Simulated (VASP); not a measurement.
Write the native input for VASP 6.6.1 that does the following.

```yaml
Task: density of states
Functional: PBEsol
Potentials_or_basis: VASP PAW PBE potentials, release 64 (Te)
Cutoff: 520 eV
k_mesh: 14 × 14 × 8
Occupations: fermi-dirac, width 0.08 eV
Spin: no spin polarisation
Dipole_correction: no
k_mesh_for_the_DOS: 21 × 21 × 12
Occupations_for_the_DOS: tetrahedron
Further_INCAR_settings: ALGO = Normal; EDIFF = 1e-06; NBANDS = 13
```

The system is Te.

```
CELL_PARAMETERS angstrom
3.93888 0.00000 0.00000
-1.96944 3.41117 0.00000
0.00000 0.00000 4.38984
ATOMIC_POSITIONS crystal
Te 0.33333 0.66667 0.25000
Te 0.66667 0.33333 0.75000
```

These files were run (other wordings do the same):

POSCAR

```
Te
1.0
    3.9388761561      0.0000000000      0.0000000000
   -1.9694380781      3.4111668136      0.0000000000
    0.0000000000      0.0000000000      4.3898418003
Te
2
Direct
    0.3333333333      0.6666666667      0.2500000000
    0.6666666667      0.3333333333      0.7500000000
```

INCAR.step1

```
ALGO = Normal
EDIFF = 1E-6
ENCUT = 520
GGA = PS
ISIF = 2
ISMEAR = -1
LASPH = T
LCHARG = T
LREAL = F
LWAVE = F
NBANDS = 13
NELM = 60
PREC = Accurate
SIGMA = 0.08
```

KPOINTS.step1

```
k-points
0
Gamma
  14 14 8
```

INCAR.step2

```
ALGO = Normal
EDIFF = 1E-6
ENCUT = 520
GGA = PS
ICHARG = 11
ISIF = 2
ISMEAR = -5
LASPH = T
LCHARG = F
LORBIT = 11
LREAL = F
LWAVE = F
NBANDS = 13
NEDOS = 2001
NELM = 60
PREC = Accurate
SIGMA = 0.08
```

KPOINTS.step2

```
k-points
0
Gamma
  21 21 12
```

Potentials or basis: VASP PAW PBE potentials, release 64 (Te).

Command:

```console
$ cat potpaw_PBE.64/Te/POTCAR > POTCAR
$ cp INCAR.step1 INCAR
$ cp KPOINTS.step1 KPOINTS
$ mpirun -np 1 vasp_std > vasp.out
$ cp INCAR.step2 INCAR
$ cp KPOINTS.step2 KPOINTS
$ mpirun -np 1 vasp_std > vasp.out
```

It gave:

* Valence electrons inside the program's atomic spheres: Te 3.26

Caveat: spin-orbit coupling is left out, which moves the levels of the heavy elements.

Run time: 87 s on 1 thread of AMD EPYC 9R45 96-Core Processor (Zen 5) (shared host), peak memory 0.3 GiB.
